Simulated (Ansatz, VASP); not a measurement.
# Two plane-wave programs on BeS

```
Be S
1.0
    -1.63871    2.31144    1.63869
     1.63871   -2.31144    1.63869
     1.63871    2.31144   -1.63869
Be S
1 1
Cartesian
  0.0000 2.3114 0.0000
  0.0000 0.0000 0.0000
```

Alike in both runs: functional PBE; k mesh 6 × 6 × 6; occupations gaussian, width 0.15 eV; no spin polarisation.

Ansatz relaxed the structure, and its values are those at the end. VASP's run is a single point on that final structure, the one shown.

```csv
,VASP,Ansatz
version,VASP 6.6.1,Ansatz 0.2.0
potentials or method,"VASP PAW PBE potentials, release 64 (Be, S), cutoff 600 eV","scalar-relativistic, plane waves, PAW"
valence electrons in the cell,8,8
```

```csv
,VASP,Ansatz,Ansatz less VASP
gap on the k mesh at the Fermi level (eV),0.96,0.96,-0.006
least direct gap on the mesh (eV),4.14,4.13,-0.006
pressure (GPa),0.1,0.1,+0.05
```

The functional is the same, so the differences come from potentials, cutoffs and numerics.

The k mesh is coarse, so the values compare programs but aren't converged.
